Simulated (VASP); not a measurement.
# HfSnSe4 (P4/mmm) in VASP: notebook, part 2 of 2

VASP 6.6.1.

**4. Single point, PBE**

This run uses another cell than the first one, of 25.28 Å³/atom, 1.101 times its volume.

The input, INCAR:

```
ALGO = Normal
EDIFF = 1E-6
ENCUT = 520
GGA = PE
ISIF = 2
ISMEAR = 0
LASPH = T
LCHARG = T
LELF = T
LREAL = F
LVHAR = T
LWAVE = F
NBANDS = 33
NELM = 80
PREC = Accurate
SIGMA = 0.1
```

The input, KPOINTS:

```
k-points
0
Gamma
  8 8 6
```

The input, POSCAR:

```
HfSnSe4
1.0
    4.6386981946      0.0000000000      0.0000000000
    0.0000000000      4.6386981946      0.0000000000
    0.0000000000      0.0000000000      7.0480629626
Hf Sn Se
1 1 4
Direct
    0.0000000000      0.0000000000      0.0000000000
    0.5000000000      0.5000000000      0.5000000000
    0.5000000000      0.0000000000      0.7741597789
    0.0000000000      0.5000000000      0.2258402211
    0.5000000000      0.0000000000      0.2258402211
    0.0000000000      0.5000000000      0.7741597789
```

Launch:

```
$ cat potpaw_PBE.64/Hf_pv/POTCAR potpaw_PBE.64/Sn_d/POTCAR potpaw_PBE.64/Se/POTCAR > POTCAR
$ mpirun -np 1 vasp_std > vasp.out
```

Run time: 6.6 min. Hardware: 1 thread of Intel Xeon 6975P-C, shared host; peak memory 0.44 GiB.

Results (log left out):

```
Free energy            : -31.0307 eV
Pressure               : -0.2 GPa
Largest force          : 0.027 eV/Å
Band gap on the k mesh : zero (band 24 reaches 5.19 eV, above the bottom of band 25 at 3.85 eV)
```

Forces in eV/Å, atoms in the order of the input:
```
Hf   0.000  0.000  0.000
Sn   0.000  0.000  0.000
Se   0.000  0.000  0.027
Se   0.000  0.000 -0.027
Se   0.000  0.000 -0.027
Se   0.000  0.000  0.027
```

Levels at points of the mesh, in eV from the Fermi level:
```
           k point  band 21  band 22  band 23  band 24  band 25  band 26  band 27  band 28
(0.00, 0.00, 0.00)    -0.46    -0.46    -0.19    -0.19     0.52     1.14     1.17     2.30
(0.50, 0.00, 0.00)    -2.04    -1.72    -1.24    -0.36    -0.23     1.12     1.14     1.87
(0.50, 0.50, 0.00)    -0.97    -0.97     0.74     0.88     0.95     1.20     2.93     3.22
(0.00, 0.00, 0.50)    -1.00    -0.72    -0.09    -0.02    -0.02     0.40     1.18     2.71
(0.50, 0.00, 0.50)    -2.71    -2.45    -2.12    -2.10     0.90     1.30     2.29     3.13
(0.50, 0.50, 0.50)    -1.42    -1.26     0.67     0.79     0.82     1.10     1.19     2.55
```

Caveat: spin-orbit coupling is left out, which moves the levels of the heavy elements.

**5. Relaxation of cell and atoms, PBE**

The input, INCAR:

```
SYSTEM = HfSnSe4
  PREC = Accurate
  ENCUT = 600
  EDIFF = 1E-7
  ISMEAR = 0
  SIGMA = 0.1
  LREAL = .FALSE.
  LASPH = .TRUE.
  NELM = 60
  ALGO = Normal
  ISIF = 3
  LWAVE = .FALSE.
  LCHARG = .FALSE.
  GGA = PE
  IBRION = 2
  NSW = 90
  EDIFFG = -0.04
```

The input, KPOINTS:

```
regular mesh
0
G
  4 4 4
  0 0 0
```

The input, POSCAR:

```
HfSnSe4
1.0
    4.5779605400      0.0000000000      0.0000000000
    0.0000000000      4.5779605400      0.0000000000
    0.0000000000      0.0000000000      6.5703950900
Hf Sn Se
1 1 4
Direct
    0.0000000000      0.0000000000      0.0000000000
    0.5000000000      0.5000000000      0.5000000000
    0.5000000000      0.0000000000      0.7338745000
    0.0000000000      0.5000000000      0.2661255000
    0.5000000000      0.0000000000      0.2661255000
    0.0000000000      0.5000000000      0.7338745000
```

Potentials or basis: VASP PAW PBE potentials, release 64 (Hf_pv, Sn_d, Se).

Launch:

```
$ cat potpaw_PBE.64/Hf_pv/POTCAR potpaw_PBE.64/Sn_d/POTCAR potpaw_PBE.64/Se/POTCAR > POTCAR
$ mpirun -np 1 vasp_std > vasp.out
```

OUTCAR:

```text
SYSTEM = HfSnSe4
   PREC = Accurate
   ENCUT = 600
   EDIFF = 1E-7
   ISMEAR = 0
   LREAL = .FALSE.
   LASPH = .TRUE.
   NELM = 60
   ISIF = 3
   GGA = PE
   IBRION = 2
   NSW = 90
   EDIFFG = -0.04

 ion  position               nearest neighbor table
   1  0.000  0.000  0.000-   3 2.88   4 2.88   5 2.88   6 2.88   4 2.88   6 2.88   3 2.88   5 2.88

   2  0.500  0.500  0.500-   3 2.76   4 2.76   5 2.76   6 2.76   3 2.76   5 2.76   4 2.76   6 2.76

   3  0.500  0.000  0.734-   2 2.76   2 2.76   1 2.88   1 2.88
   4  0.000  0.500  0.266-   2 2.76   2 2.76   1 2.88   1 2.88
   5  0.500  0.000  0.266-   2 2.76   2 2.76   1 2.88   1 2.88
   6  0.000  0.500  0.734-   2 2.76   2 2.76   1 2.88   1 2.88

  LATTYP: Found a simple tetragonal cell.
 ALAT       =     4.5779605400
 C/A-ratio  =     1.4352231813

  Lattice vectors:

 A1 = (   4.5779605400,   0.0000000000,   0.0000000000)
 A2 = (   0.0000000000,   4.5779605400,   0.0000000000)
 A3 = (   0.0000000000,   0.0000000000,   6.5703950900)

Analysis of symmetry for initial positions (statically):
=====================================================================
 Subroutine PRICEL returns:
 Original cell was already a primitive cell.

 Routine SETGRP: Setting up the symmetry group for a
 simple tetragonal supercell.
[... 139 lines left out ...]
     AMIX     =   0.40;   BMIX     =  1.00
     AMIX_MAG =   1.60;   BMIX_MAG =  1.00
  volume/ion in A,a.u.               =      22.95       154.87
  Fermi-wavevector in a.u.,A,eV,Ry     =   1.152153  2.177253 18.061134  1.327456
  Thomas-Fermi vector in A             =   2.288806
   LORBIT       =      0    0 simple, 1 ext, 2 COOP (PROOUT), +10 PAW based schemes
   GGA     = PE    functional components
   LHFCALC =     F    Hartree Fock is set to
   AEXX    =    0.0000 exact exchange contribution
   IVDW    =     0    specifies the selected vdW correction
   LEPSILON=     F    determine dielectric tensor
   LRPA    =     F    only Hartree local field effects (RPA)
 conjugate gradient relaxation of ions
 non-spin polarized calculation
 Gauss-broadening in eV      SIGMA  =   0.10
  energy-cutoff  :      600.00
  volume of cell :      137.70
 maximum number of plane-waves:      4616
 NGX is ok and might be reduce to    40
   NGX = 19   NGY = 19   NGZ = 27

--------------------------------------- Ionic step        1  -------------------------------------------

 number of electron      48.0000005 magnetization

 Free energy of the ion-electron system (eV)
  ---------------------------------------------------
  ext. energy  EPLUGINS =         0.00000000
  ---------------------------------------------------
  free energy    TOTEN  =       -29.83798079 eV

  energy without entropy =      -29.82345100  energy(sigma->0) =      -29.83071590

 E-fermi :   5.4112     XC(G=0): -10.1002

 val. band max:        5.4046449171   @ k =   0.2500   0.0000   0.2500
 cond. band min:       5.4463151523   @ k =   0.0000   0.0000   0.5000
 fundamental gap:      0.0416702351
 Fermi energy:         5.4111965899
[... 1400 lines left out ...]
--------------------------------------- Ionic step        8  -------------------------------------------

 number of electron      48.0000004 magnetization

 Free energy of the ion-electron system (eV)
  ---------------------------------------------------
  ext. energy  EPLUGINS =         0.00000000
  ---------------------------------------------------
  free energy    TOTEN  =       -31.02925329 eV

  energy without entropy =      -31.00983121  energy(sigma->0) =      -31.01954225

 E-fermi :   4.4028     XC(G=0):  -9.6644

 val. band max:        4.4020042263   @ k =   0.2500   0.2500   0.5000
 cond. band min:       4.4111114805   @ k =   0.2500   0.0000   0.2500
 fundamental gap:      0.0091072542
 Fermi energy:         4.4028031479
[... 589 lines left out ...]
  FREE ENERGIE OF THE ION-ELECTRON SYSTEM (eV)
  ---------------------------------------------------
  free  energy   TOTEN  =       -31.0292532932 eV

  energy  without entropy=      -31.0098312139  energy(sigma->0) =      -31.01954225

 reached required accuracy - stopping structural energy minimisation
```

Run time: 14 min. Hardware: 1 thread of Intel Xeon 6975P-C, shared host; peak memory 0.36 GiB.

Results:

* Free energy: -31.0293 eV
* Relaxed volume: 25.06 Å³/atom
* Relaxed cell: a = 4.722 Å, b = 4.722 Å, c = 6.744 Å, α = 90.00°, β = 90.00°, γ = 90.00°
* Space group after relaxing (to 0.05 Å): P4/mmm (No. 123)
* Energy gained by relaxing: 198.5 meV/atom
* Ionic steps: 8
* Pressure after relaxing: 0.0 GPa
* Largest force after relaxing: 0.005 eV/Å
* Band gap on the k mesh: zero (band 24 reaches 5.07 eV, above the bottom of band 25 at 4.16 eV)

Forces in eV/Å, atoms in the order of the input:
```
Hf   0.000  0.000  0.000
Sn   0.000  0.000  0.000
Se   0.000  0.000  0.005
Se   0.000  0.000 -0.005
Se   0.000  0.000 -0.005
Se   0.000  0.000  0.005
```

Step by step:
```
step  energy change (eV)  largest force (eV/Å)  pressure (GPa)  volume (Å³)
   1              0.0000                2.2179            6.36       137.70
   2             -0.7818                1.0795           -3.56       156.65
   3             -0.7819                1.0775           -3.58       156.71
   4             -1.1316                0.4297           -0.57       149.98
   5             -1.1704                0.1476            1.21       147.08
   6             -1.1900                0.0040            0.07       150.09
   7             -1.1900                0.0040            0.00       150.27
   8             -1.1913                0.0051           -0.02       150.37
```

Final structure:
```xyz
6
Lattice="4.7220 0.0000 0.0000 0.0000 4.7220 0.0000 0.0000 0.0000 6.7440" Properties=species:S:1:pos:R:3 pbc="T T T"
Hf    0.0000    0.0000    0.0000
Sn    2.3610    2.3610    3.3720
Se    2.3610    0.0000    5.2088
Se    0.0000    2.3610    1.5352
Se    2.3610    0.0000    1.5352
Se    0.0000    2.3610    5.2088
```

Caveat: spin-orbit coupling is left out, which moves the levels of the heavy elements.

**6. Overview**

| task | cell | k mesh | cutoff (eV) | gap on the mesh (eV) | pressure (GPa) | largest force (eV/Å) |
| --- | --- | --- | --- | --- | --- | --- |
| single point | a = 4.578, b = 4.578, c = 6.570 Å, 6 atoms | 4 × 4 × 4 | 520 | none | 6.3 | 2.22 |
| single point | a = 4.726, b = 4.726, c = 6.746 Å, 6 atoms | 4 × 4 × 4 | 520 | none | -0.2 | 0.01 |
| single point | a = 4.639, b = 4.639, c = 7.048 Å, 6 atoms | 8 × 8 × 6 | 520 | none | -0.2 | 0.03 |
| relaxation of cell and atoms | relaxed from a = 4.578, b = 4.578, c = 6.570 Å, 6 atoms | 4 × 4 × 4 | 600 | none | 0.0 | 0.01 |

Alike in all rows: level PBE; potentials or basis VASP PAW PBE potentials, release 64 (Hf_pv, Sn_d, Se); no spin polarisation; smearing gaussian 0.1 eV.

Caveats: spin-orbit coupling is left out, which moves the levels of the heavy elements; forces of over 1 eV/Å act on the atoms, so gaps and moduli don't describe the material at rest (some runs).

Absolute energies hang on the potentials; compare differences alone.
